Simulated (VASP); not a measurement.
# BeTe in VASP: further runs, part 2 of 2

VASP 6.6.1. Earlier steps stand in the parts before.

**4. Single point, PBEsol, collinear spin**

This run uses another cell than the first one.

INCAR

```
SYSTEM = BeTe
ALGO = Normal ; EDIFF = 1E-6
ENCUT = 520 ; GGA = PS
ISIF = 2 ; ISMEAR = 0
ISPIN = 2 ; LASPH = .TRUE.
LCHARG = .FALSE. ; LORBIT = 11
LREAL = .FALSE. ; LWAVE = .FALSE.
MAGMOM = 0.5 0.5 ; NBANDS = 15
NELM = 150 ; PREC = Accurate
SIGMA = 0.05
```

KPOINTS

```
k-points
0
G
  1 1 16
  0 0 0
```

POSCAR

```
BeTe
1.0
   10.0000000000      0.0000000000      0.0000000000
    0.0000000000      9.3000000000      0.0000000000
    0.0000000000      0.0000000000      4.0519285386
Be Te
1 1
Direct
    0.4560182714      0.5000000000      0.0000000000
    0.5439817286      0.5000000000      0.5000000000
```

Potentials or basis: VASP PAW PBE potentials, release 64 (Be, Te).

Run with:

```sh
cat potpaw_PBE.64/Be/POTCAR potpaw_PBE.64/Te/POTCAR > POTCAR
mpirun -np 1 vasp_std > vasp.out
```

OUTCAR:

```text
SYSTEM = BeTe
   EDIFF = 1E-6
   ENCUT = 520
   GGA = PS
   ISIF = 2
   ISMEAR = 0
   ISPIN = 2
   LASPH = .TRUE.
   LORBIT = 11
   LREAL = .FALSE.
   NELM = 150
   PREC = Accurate

 ion  position               nearest neighbor table
   1  0.456  0.500  0.000-   2 2.21   2 2.21
   2  0.544  0.500  0.500-   1 2.21   1 2.21

  LATTYP: Found a simple orthorhombic cell.
 ALAT       =     4.0519285386
 B/A-ratio  =     2.2952033609
 C/A-ratio  =     2.4679606031

  Lattice vectors:

 A1 = (   0.0000000000,   0.0000000000,  -4.0519285386)
 A2 = (   0.0000000000,   9.3000000000,   0.0000000000)
 A3 = (  10.0000000000,   0.0000000000,   0.0000000000)

Analysis of symmetry for initial positions (statically):
=====================================================================
 Subroutine PRICEL returns:
 Original cell was already a primitive cell.

 Routine SETGRP: Setting up the symmetry group for a
 simple orthorhombic supercell.

 Subroutine GETGRP returns: Found  4 space group operations
 (whereof  4 operations were pure point group operations)
 out of a pool of  8 trial point group operations.

The static configuration has the point symmetry C_2v.

Analysis of symmetry for dynamics (positions and initial velocities):
=====================================================================
 Subroutine PRICEL returns:
 Original cell was already a primitive cell.

 Routine SETGRP: Setting up the symmetry group for a
 simple orthorhombic supercell.

 Subroutine GETGRP returns: Found  4 space group operations
 (whereof  4 operations were pure point group operations)
 out of a pool of  8 trial point group operations.

The dynamic configuration has the point symmetry C_2v.

Analysis of structural, dynamic, and magnetic symmetry:
=====================================================================
 Subroutine PRICEL returns:
 Original cell was already a primitive cell.

[... 301 lines left out ...]
      5      -2.2033      0.00000
      6      -1.5768      0.00000
      7       2.0377      0.00000
      8       2.3924      0.00000
      9       3.1516      0.00000
     10       3.5393      0.00000
     11       3.6336      0.00000
     12       4.0097      0.00000
     13       4.1090      0.00000
     14       4.1581      0.00000
     15       4.5430      0.00000
 Fermi energy:        -4.0281004764

 spin component 2

 k-point     1 :       0.0000    0.0000    0.0000
  band No.  band energies     occupation
      1     -14.5067      1.00000
      2      -6.1864      1.00000
      3      -5.8753      1.00000
      4      -5.4530      1.00000
      5      -1.1523      0.00000
      6      -0.6296      0.00000
      7       0.6296      0.00000
      8       0.8648      0.00000
      9       1.6579      0.00000
     10       2.0418      0.00000
     11       2.2488      0.00000
     12       3.1483      0.00000
     13       3.3128      0.00000
     14       3.6508      0.00000
[... 131 lines left out ...]
      2      -8.5738      1.00000
      3      -5.1160      1.00000
      4      -4.2768      1.00000
      5      -2.2033      0.00000
      6      -1.5768      0.00000
      7       2.0372      0.00000
      8       2.3913      0.00000
      9       3.1515      0.00000
     10       3.5375      0.00000
     11       3.6335      0.00000
     12       4.0073      0.00000
     13       4.1089      0.00000
     14       4.1535      0.00000
     15       4.4694      0.00000

------------------------ aborting loop because EDIFF is reached ----------------------------------------

  FORCE on cell =-STRESS in cart. coord.  units (eV):
  Direction    XX          YY          ZZ          XY          YZ          ZX
  --------------------------------------------------------------------------------------
  -------------------------------------------------------------------------------------
  Total        0.0313738      0.0287702      0.1791553      0.0000000      0.0000000      0.0000000
  in kB        0.1333928      0.1223233      0.7617204      0.0000000      0.0000000      0.0000000
  external PRESSURE =       0.3391455 kB  Pullay stress =       0.0000000 kB

 VOLUME and BASIS-vectors are now :
 -----------------------------------------------------------------------------
  energy-cutoff  :      520.00
  volume of cell :      376.83
      direct lattice vectors                 reciprocal lattice vectors
    10.000000000  0.000000000  0.000000000     0.100000000  0.000000000  0.000000000
     0.000000000  9.300000000  0.000000000     0.000000000  0.107526882  0.000000000
     0.000000000  0.000000000  4.051928539     0.000000000  0.000000000  0.246796060

 POSITION                                       TOTAL-FORCE (eV/Angst)
 -----------------------------------------------------------------------------------
      4.56018      4.65000      0.00000        -0.035599      0.000000      0.000000
      5.43982      4.65000      2.02596         0.035599      0.000000      0.000000
 -----------------------------------------------------------------------------------
    total drift:                                0.000051     -0.000000     -0.000000

  FREE ENERGIE OF THE ION-ELECTRON SYSTEM (eV)
  ---------------------------------------------------
  free  energy   TOTEN  =        -6.2457745572 eV

  energy  without entropy=       -6.2457745572  energy(sigma->0) =       -6.24577456

 total charge

# of ion       s       p       d       tot
------------------------------------------
    1        0.432   0.489   0.000   0.921
    2        1.345   2.145   0.017   3.506
--------------------------------------------------
tot          1.777   2.633   0.017   4.427

 magnetization (x)

# of ion       s       p       d       tot
------------------------------------------
    1       -0.000  -0.000   0.000  -0.000
    2       -0.000   0.000   0.000   0.000
--------------------------------------------------
tot         -0.000   0.000   0.000   0.000
```

It took 4.7 min on 1 thread of Intel Xeon 8259CL, shared host; peak memory 0.57 GiB.

Results:

* Free energy: -6.2458 eV
* Largest force: 0.036 eV/Å
* Band gap on the k mesh: 2.07 eV
* Net moment: 0.00 μB per cell
* Valence electrons inside the program's atomic spheres: Be 0.92; Te 3.51

Forces in eV/Å, atoms in the order of the input:
```
Be  -0.036  0.000  0.000
Te   0.036  0.000  0.000
```

Levels at points of the mesh, in eV from the valence-band top:
Spin up:
```tsv
k point	band 1	band 2	band 3	band 4	band 5	band 6	band 7	band 8	band 9
(0.00, 0.00, 0.00)	-10.23	-1.91	-1.60	-1.18	3.12	3.65	4.91	5.14	5.94
(0.00, 0.00, 0.50)	-9.78	-4.30	-0.84	0.00	2.07	2.70	6.31	6.67	7.43
```
Spin down:
```csv
k point,band 1,band 2,band 3,band 4,band 5,band 6,band 7,band 8
"(0.00, 0.00, 0.00)",-10.23,-1.91,-1.60,-1.18,3.12,3.65,4.91,5.14
"(0.00, 0.00, 0.50)",-9.78,-4.30,-0.84,0.00,2.07,2.70,6.31,6.67
```

Caveat: the PAW data sets were made with another functional, which shifts forces and pressure a little; spin-orbit coupling is left out, which moves the levels of the heavy elements.

**5. Single point, PBEsol, collinear spin**

This run uses another cell than the first one.

INCAR

```
SYSTEM = BeTe
  ALGO = Normal
  EDIFF = 1E-7
  ENCUT = 520
  GGA = PS
  ISIF = 2
  ISMEAR = 0
  ISPIN = 2
  LASPH = .TRUE.
  LCHARG = .FALSE.
  LORBIT = 11
  LREAL = .FALSE.
  LWAVE = .FALSE.
  MAGMOM = 0.5 0.5
  NBANDS = 15
  NELM = 150
  PREC = Accurate
  SIGMA = 0.05
```

KPOINTS

```
k-points
0
G
  1 1 28
  0 0 0
```

POSCAR

```
BeTe
1.0
   11.0000000000      0.0000000000      0.0000000000
    0.0000000000      9.3000000000      0.0000000000
    0.0000000000      0.0000000000      2.3156926582
Be Te
1 1
Direct
    0.4106293571      0.5000000000      0.0000000000
    0.5893706429      0.5000000000      0.5000000000
```

Run with:

```sh
cat potpaw_PBE.64/Be/POTCAR potpaw_PBE.64/Te/POTCAR > POTCAR
mpirun -np 1 vasp_std > vasp.out
```

Run time: 4.1 min. Hardware: 1 thread of Intel Xeon 8259CL, shared host; peak memory 0.43 GiB.

It converged, with:

```
Free energy                                           : -2.7972 eV
Largest force                                         : 1.807 eV/Å
Net moment                                            : 0.07 μB per cell
Valence electrons inside the program's atomic spheres : Be 0.95; Te 3.84
```

Forces in eV/Å, atoms in the order of the input:
```
Be  -1.807  0.000  0.000
Te   1.807  0.000  0.000
```

Levels at points of the mesh, in eV from the Fermi level:
Spin up:
```csv
k point,band 2,band 3,band 4,band 5,band 6,band 7
"(0.00, 0.00, 0.00)",-7.84,-6.11,-2.29,-0.04,2.18,2.71
"(0.00, 0.00, 0.50)",-8.86,-2.80,0.12,1.22,2.84,3.39
```
Spin down:
```
           k point  band 2  band 3  band 4  band 5  band 6  band 7
(0.00, 0.00, 0.00)   -7.82   -6.08   -2.23    0.11    2.21    2.72
(0.00, 0.00, 0.50)   -8.85   -2.78    0.13    1.28    2.95    3.41
```

Caveat: the PAW data sets were made with another functional, which shifts forces and pressure a little; spin-orbit coupling is left out, which moves the levels of the heavy elements.

**6. Summary**

| cell | k mesh | gap on the mesh (eV) | moment (μB) | largest force (eV/Å) |
| --- | --- | --- | --- | --- |
| a = 9.000, b = 9.300, c = 4.369 Å, 2 atoms, atomic positions A | 1 × 1 × 15 | 2.50 | 0.00 | 2.74 |
| a = 10.000, b = 9.300, c = 3.932 Å, 2 atoms, atomic positions B | 1 × 1 × 16 | 1.95 | 0.00 | 0.04 |
| a = 10.000, b = 9.300, c = 4.052 Å, 2 atoms, atomic positions C | 1 × 1 × 16 | 2.07 | 0.00 | 0.04 |
| a = 11.000, b = 9.300, c = 2.316 Å, 2 atoms, atomic positions D | 1 × 1 × 28 | none | 0.07 | 1.81 |

Alike in all rows: task single point; level PBEsol; potentials or basis VASP PAW PBE potentials, release 64 (Be, Te); spin collinear; cutoff (eV) 520; smearing gaussian 0.05 eV.

Caveats: the PAW data sets were made with another functional, which shifts forces and pressure a little; spin-orbit coupling is left out, which moves the levels of the heavy elements.

Absolute energies hang on the potentials; compare differences alone.
